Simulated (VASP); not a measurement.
# Au (Pm-3m) in VASP: further runs

Au is run at these levels: LDA; tasks: single point, relaxation of cell and atoms.

Everything below comes from runs of VASP 6.6.1. Logs are shortened: lines on timing, memory, paths and dates and some standing lists are left out, and cuts for length are marked.

## Step 1: The cell of the first run

The structure is cubic, space group Pm-3m (No. 221). The conventional cell has a = 2.669 Å, b = 2.669 Å, c = 2.669 Å, α = 90.00°, β = 90.00°, γ = 90.00°. Within 3.5 Å of Au (site symmetry m-3m) lie 6 Au at 2.67 Å.

## Step 2: Single point, LDA

Contents of INCAR:

```
ALGO = Normal
EDIFF = 1E-6
ENCUT = 520
GGA = CA
ISIF = 2
ISMEAR = -1
LASPH = T
LCHARG = F
LREAL = F
LWAVE = F
NBANDS = 12
NELM = 80
PREC = Accurate
SIGMA = 0.05
```

Contents of KPOINTS:

```
k-points
0
Gamma
  16 16 16
```

Contents of POSCAR:

```
Au
1.0
    2.6685457601      0.0000000000      0.0000000000
    0.0000000000      2.6685457601      0.0000000000
    0.0000000000      0.0000000000      2.6685457601
Au
1
Direct
    0.0000000000      0.0000000000      0.0000000000
```

Potentials or basis: VASP PAW LDA potentials, release 64 (Au).

On the command line:

```sh
$ cat potpaw_LDA.64/Au/POTCAR > POTCAR
$ mpirun -np 1 vasp_std > vasp.out
```

OUTCAR:

```text
EDIFF = 1E-6
   ENCUT = 520
   GGA = CA
   ISIF = 2
   ISMEAR = -1
   LASPH = T
   LREAL = F
   NELM = 80
   PREC = Accurate

 ion  position               nearest neighbor table
   1  0.000  0.000  0.000-

  LATTYP: Found a simple cubic cell.
 ALAT       =     2.6685457601

  Lattice vectors:

 A1 = (   2.6685457601,   0.0000000000,   0.0000000000)
 A2 = (   0.0000000000,   2.6685457601,   0.0000000000)
 A3 = (   0.0000000000,   0.0000000000,   2.6685457601)

Analysis of symmetry for initial positions (statically):
=====================================================================
 Subroutine PRICEL returns:
 Original cell was already a primitive cell.

 Routine SETGRP: Setting up the symmetry group for a
 simple cubic supercell.

 Subroutine GETGRP returns: Found 48 space group operations
 (whereof 48 operations were pure point group operations)
 out of a pool of 48 trial point group operations.

The static configuration has the point symmetry O_h .

Analysis of symmetry for dynamics (positions and initial velocities):
=====================================================================
 Subroutine PRICEL returns:
 Original cell was already a primitive cell.

 Routine SETGRP: Setting up the symmetry group for a
 simple cubic supercell.

 Subroutine GETGRP returns: Found 48 space group operations
 (whereof 48 operations were pure point group operations)
 out of a pool of 48 trial point group operations.

The dynamic configuration has the point symmetry O_h .

 Subroutine INISYM returns: Found 48 space group operations
 (whereof 48 operations are pure point group operations),
 and found     1 'primitive' translations

----------------------------------------------------------------------------------------

                                     Primitive cell

  volume of cell :      19.0031

  direct lattice vectors                    reciprocal lattice vectors
     2.668545760  0.000000000  0.000000000     0.374735939  0.000000000  0.000000000
     0.000000000  2.668545760  0.000000000     0.000000000  0.374735939  0.000000000
     0.000000000  0.000000000  2.668545760     0.000000000  0.000000000  0.374735939

  length of vectors
     2.668545760  2.668545760  2.668545760     0.374735939  0.374735939  0.374735939

  position of ions in fractional coordinates (direct lattice)
     0.000000000  0.000000000  0.000000000

  ion indices of the primitive-cell ions
   primitive index   ion index
                 1           1

----------------------------------------------------------------------------------------

 KPOINTS: k-points

Automatic generation of k-mesh.
 Grid dimensions read from file:
 generate k-points for:   16   16   16

 Generating k-lattice:

  Cartesian coordinates                     Fractional coordinates (reciprocal lattice)
     0.023420996  0.000000000  0.000000000     0.062500000  0.000000000  0.000000000
     0.000000000  0.023420996  0.000000000     0.000000000  0.062500000  0.000000000
     0.000000000  0.000000000  0.023420996     0.000000000  0.000000000  0.062500000

  Length of vectors
     0.023420996  0.023420996  0.023420996

  Shift w.r.t. Gamma in fractional coordinates (k-lattice)
     0.000000000  0.000000000  0.000000000

 Subroutine IBZKPT returns following result:
 ===========================================

 Found    165 irreducible k-points:

 Following reciprocal coordinates:
            Coordinates               Weight
  0.000000  0.000000  0.000000      1.000000
  0.062500  0.000000  0.000000      6.000000
  0.125000  0.000000  0.000000      6.000000
  0.187500  0.000000  0.000000      6.000000
  0.250000  0.000000  0.000000      6.000000
  0.312500  0.000000  0.000000      6.000000
[... 16 lines left out ...]
  0.437500  0.125000  0.000000     24.000000
  0.500000  0.125000  0.000000     12.000000
 [... further k-points ...]
   k-points           NKPTS =    165   k-points in BZ     NKDIM =    165   number of bands    NBANDS=     12
   number of dos      NEDOS =    301   number of ions     NIONS =      1
   total plane-waves  NPLWV =   8000
   dimension x,y,z NGX =    20 NGY =   20 NGZ =   20
   dimension x,y,z NGXF=    40 NGYF=   40 NGZF=   40
   ions per type =               1
   NGX,Y,Z   is equivalent  to a cutoff of  12.46, 12.46, 12.46 a.u.
   NGXF,Y,Z  is equivalent  to a cutoff of  24.92, 24.92, 24.92 a.u.
 SYSTEM =  unknown system
   PREC   = accura    normal or accurate (medium, high low for compatibility)
   ISTART =      0    job   : 0-new  1-cont  2-samecut
   ICHARG =      2    charge: 1-file 2-atom 10-const
   ISPIN  =      1    spin polarized calculation?
   LNONCOLLINEAR =      F non collinear calculations
   LSORBIT =      F    spin-orbit coupling
   LASPH  =      T    aspherical Exc in radial PAW
   ENCUT  =  520.0 eV  38.22 Ry    6.18 a.u.   4.96  4.96  4.96*2*pi/ulx,y,z
   NELM   =     80;   NELMIN=  2; NELMDL= -5     # of ELM steps
   EDIFF  = 0.1E-05   stopping-criterion for ELM
   LREAL  =      F    real-space projection
   EDIFFG = 0.1E-04   stopping-criterion for IOM
   NSW    =      0    number of steps for IOM
   IBRION =     -1    ionic relax: 0-MD 1-quasi-New 2-CG
   NFREE  =      0    steps in history (QN), initial steepest desc. (CG)
   ISIF   =      2    stress and relaxation
   ISYM   =      2    0-nonsym 1-usesym 2-fastsym
   POTIM  = 0.5000    time-step for ionic-motion
   TEBEG  =    0.0;   TEEND  =   0.0 temperature during run
   PSTRESS=    0.0 pullay stress
   NELECT =      11.0000    total number of electrons
   NUPDOWN=      -1.0000    fix difference up-down
   EMIN   =  10.00;   EMAX   =-10.00  energy-range for DOS
   EFERMI =   0.00;   METHOD = LEGACY
   ISMEAR =    -1;   SIGMA  =   0.05  broadening in eV -4-tet -1-fermi 0-gaus
   EFERMI_NEDOS =   21; number of points for ismear=-14 and -15
   IALGO  =     38    algorithm
   IMIX   =      4    mixing-type and parameters
     AMIX     =   0.40;   BMIX     =  1.00
     AMIX_MAG =   1.60;   BMIX_MAG =  1.00
  volume/ion in A,a.u.               =      19.00       128.24
  Fermi-wavevector in a.u.,A,eV,Ry     =   1.364367  2.578279 25.327193  1.861496
  Thomas-Fermi vector in A             =   2.490689
   LORBIT       =      0    0 simple, 1 ext, 2 COOP (PROOUT), +10 PAW based schemes
   GGA     = CA    functional components
   LHFCALC =     F    Hartree Fock is set to
   AEXX    =    0.0000 exact exchange contribution
   IVDW    =     0    specifies the selected vdW correction
   LEPSILON=     F    determine dielectric tensor
   LRPA    =     F    only Hartree local field effects (RPA)
 non-spin polarized calculation
  energy-cutoff  :      520.00
  volume of cell :       19.00
 maximum number of plane-waves:       536
 NGX is ok and might be reduce to    20
   NGX =  9   NGY =  9   NGZ =  9

 number of electron      11.0000002 magnetization

 Free energy of the ion-electron system (eV)
  ---------------------------------------------------
  ext. energy  EPLUGINS =         0.00000000
  ---------------------------------------------------
  free energy    TOTEN  =        -4.16939226 eV

  energy without entropy =       -4.16665218  energy(sigma->0) =       -4.16802222

 E-fermi :   7.1906     XC(G=0): -12.2304

 val. band max:        7.1776263456   @ k =   0.5000   0.5000   0.1250
 cond. band min:       7.1953172238   @ k =   0.5000   0.5000   0.1875
 fundamental gap:      0.0176908782
 Fermi energy:         7.1905901104

 k-point     1 :       0.0000    0.0000    0.0000
  band No.  band energies     occupation
      1      -1.2919      2.00000
      2       0.9922      2.00000
      3       0.9922      2.00000
      4       5.8714      2.00000
      5       5.8714      2.00000
      6       5.8714      2.00000
      7      21.5171      0.00000
      8      21.5171      0.00000
      9      21.5171      0.00000
     10      26.8676      0.00000
     11      29.3898      0.00000
     12      29.3898      0.00000

 k-point     2 :       0.0625    0.0000    0.0000
  band No.  band energies     occupation
      1      -1.1889      2.00000
      2       1.0088      2.00000
      3       1.0763      2.00000
      4       5.7956      2.00000
      5       5.7956      2.00000
      6       5.8775      2.00000
      7      20.7027      0.00000
      8      21.6904      0.00000
      9      21.6904      0.00000
     10      27.3524      0.00000
     11      28.9411      0.00000
     12      29.8533      0.00000

 k-point     3 :       0.1250    0.0000    0.0000
  band No.  band energies     occupation
      1      -0.9009      2.00000
      2       1.0564      2.00000
      3       1.3396      2.00000
      4       5.5861      2.00000
      5       5.5861      2.00000
      6       5.8947      2.00000
      7      19.0124      0.00000
      8      22.1872      0.00000
      9      22.1872      0.00000
     10      27.8367      0.00000
     11      27.9413      0.00000
     12      31.4373      0.00000
[... 286 lines left out ...]
 k-point    23 :       0.4375    0.1250    0.0000
  band No.  band energies     occupation
      1       1.1869      2.00000
      2       1.8280      2.00000
      3       3.3878      2.00000
      4       4.2819      2.00000
      5       5.7698      2.00000
      6       6.6091      1.99998
      7      10.6452      0.00000
      8      23.2662      0.00000
      9      24.5313      0.00000
     10      26.2660      0.00000
     11      27.5779      0.00000
     12      32.8898      0.00000

 k-point    24 :       0.5000    0.1250    0.0000
  band No.  band energies     occupation
      1       1.2484      2.00000
      2       1.8660      2.00000
      3       3.3336      2.00000
      4       4.2273      2.00000
      5       5.7769      2.00000
      6       7.3854      0.03983
      7       9.7657      0.00000
      8      23.5580      0.00000
      9      24.6087      0.00000
     10      25.6007      0.00000
     11      27.9513      0.00000
     12      32.5075      0.00000

 [... further k-points ...]
[... 5 lines left out ...]
  --------------------------------------------------------------------------------------
  -------------------------------------------------------------------------------------
  Total        0.0527589      0.0527589      0.0527589     -0.0000000      0.0000000     -0.0000000
  in kB        4.4481771      4.4481771      4.4481771     -0.0000000      0.0000000     -0.0000000
  external PRESSURE =       4.4481771 kB  Pullay stress =       0.0000000 kB

 VOLUME and BASIS-vectors are now :
 -----------------------------------------------------------------------------
  energy-cutoff  :      520.00
  volume of cell :       19.00
      direct lattice vectors                 reciprocal lattice vectors
     2.668545760  0.000000000  0.000000000     0.374735939  0.000000000  0.000000000
     0.000000000  2.668545760  0.000000000     0.000000000  0.374735939  0.000000000
     0.000000000  0.000000000  2.668545760     0.000000000  0.000000000  0.374735939

 POSITION                                       TOTAL-FORCE (eV/Angst)
 -----------------------------------------------------------------------------------
      0.00000      0.00000      0.00000         0.000000      0.000000      0.000000
 -----------------------------------------------------------------------------------
    total drift:                               -0.000000      0.000000      0.000000

  FREE ENERGIE OF THE ION-ELECTRON SYSTEM (eV)
  ---------------------------------------------------
  free  energy   TOTEN  =        -4.1693922637 eV

  energy  without entropy=       -4.1666521807  energy(sigma->0) =       -4.16802222
```

Run time: 9.4 s. Hardware: 1 thread of Intel Xeon 6975P-C (Granite Rapids), shared host; peak memory 0.14 GiB.

Results:

```yaml
Free_energy: -4.1694 eV
Pressure: 0.4 GPa
```

Levels at points of the mesh, in eV from the Fermi level:
| k point | band 3 | band 4 | band 5 | band 6 | band 7 | band 8 |
| --- | --- | --- | --- | --- | --- | --- |
| (0.00, 0.00, 0.00) | -6.20 | -1.32 | -1.32 | -1.32 | 14.33 | 14.33 |
| (0.50, 0.00, 0.00) | -3.01 | -3.01 | -1.16 | -0.78 | 2.52 | 16.46 |
| (0.50, 0.50, 0.00) | -2.70 | -2.70 | -0.03 | 3.84 | 3.84 | 7.31 |
| (0.50, 0.50, 0.50) | -5.37 | 0.08 | 0.08 | 8.84 | 8.84 | 8.84 |

Caveat: spin-orbit coupling is left out, which moves the levels of the heavy elements.

(Part 1 of 2 ends here.)
